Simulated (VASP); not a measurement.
Runs of VASP 6.6.1 on Cu3N. The structure is that of space group Pm-3m (No. 221), or close to it. The cells are those of the table. 

```tsv
task	cell	cutoff (eV)	gap on the mesh (eV)	pressure (GPa)
single point	a = 3.776, b = 3.776, c = 3.814 Å, 4 atoms	600	0.10	-1.8
electric field gradients	a = 3.814 Å, 4 atoms	520	0.17	-4.2
single point	a = 3.738, b = 3.738, c = 3.814 Å, 4 atoms	600	-	(b)
single point	a = 3.814 Å, 4 atoms	600	0.17	-4.1
single point	a = 3.852, b = 3.852, c = 3.814 Å, 4 atoms	600	0.23	(a)
```

Alike in all rows: level PBEsol; potentials or basis VASP PAW PBE potentials, release 64 (Cu, N); no spin polarisation; k mesh 10 × 10 × 10; smearing fermi-dirac 0.08 eV.

Estimate the missing entries.

(a) -6.1; (b) 1.0.

Caveats: the PAW data sets were made with another functional, which shifts forces and pressure a little; the cell stands under tension (at least some runs).

A k mesh can miss the band edges.
